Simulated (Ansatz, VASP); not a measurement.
# CeO2 in VASP and in Ansatz

The input POSCAR:

```
CeO2
1.0
    0.0000000000      2.7366883360      2.7366883360
    2.7366883360      0.0000000000      2.7366883360
    2.7366883360      2.7366883360      0.0000000000
Ce O
1 2
Direct
    0.0000000000      0.0000000000      0.0000000000
    0.2500000000      0.2500000000      0.2500000000
    0.7500000000      0.7500000000      0.7500000000
```

The input INCAR.step1:

```
SYSTEM = CeO2
PREC = Accurate
ENCUT = 520
ISMEAR = 0
SIGMA = 0.05
LREAL = .False.
LASPH = .True.
NELM = 80
NBANDS = 19
GGA = PE
ALGO = Normal
EDIFF = 1E-4
LWAVE = .True.
LCHARG = .False.
```

The input INCAR.step2:

```
SYSTEM = CeO2
PREC = Accurate
ENCUT = 520
EDIFF = 1E-6
ISMEAR = 0
SIGMA = 0.05
LREAL = .False.
LASPH = .True.
NELM = 80
ALGO = Normal
ISIF = 2
LWAVE = .False.
LCHARG = .True.
METAGGA = R2SCAN
LMIXTAU = .True.
LELF = .True.
LVHAR = .True.
NBANDS = 19
ISTART = 1
```

File KPOINTS:

```
Automatic mesh
0
Gamma
  8 8 8
  0 0 0
```

Input for Ansatz:

```yaml
crystal:
  lattice:
    - [0.0, 2.736688336, 2.736688336]
    - [2.736688336, 0.0, 2.736688336]
    - [2.736688336, 2.736688336, 0.0]
  atoms:
    - { symbol: Ce, position: [0.0, 0.0, 0.0] }
    - { symbol: O, position: [0.25, 0.25, 0.25] }
    - { symbol: O, position: [0.75, 0.75, 0.75] }
basis:
  ecutwfc: 500
  ecutrho_ratio: 4
kpoints:
  mp_grid: { grid: [8, 8, 8] }
hamiltonian:
  xc: r2scan
scf:
  occupations: { method: gaussian, width: 0.05 }
output:
  forces: true
  stress: true
  eigenvalues: true
```

Alike in both runs: task single point; functional r2SCAN; k mesh 8 × 8 × 8; occupations gaussian, width 0.05 eV; no spin polarisation.

|  | VASP | Ansatz |
| --- | --- | --- |
| version | VASP 6.6.1 | Ansatz 0.2.0 |
| potentials or method | VASP PAW PBE potentials, release 64 (Ce, O), cutoff 520 eV | scalar-relativistic, plane waves, PAW |
| valence electrons in the cell | 24 | 24 |

Ansatz gave:

```
gap on the k mesh at the Fermi level (eV) : 2.14
least direct gap on the mesh (eV)         : 2.26
pressure (GPa)                            : -3.6
```

Task: Estimate VASP's values.

Result: gap on the k mesh at the Fermi level (eV): 2.10; least direct gap on the mesh (eV): 2.22; pressure (GPa): -3.9.

VASP's potentials were made for PBE, not for r2SCAN. The functional is the same, so the differences come from potentials, cutoffs and numerics.

Neither program's run includes spin-orbit coupling.
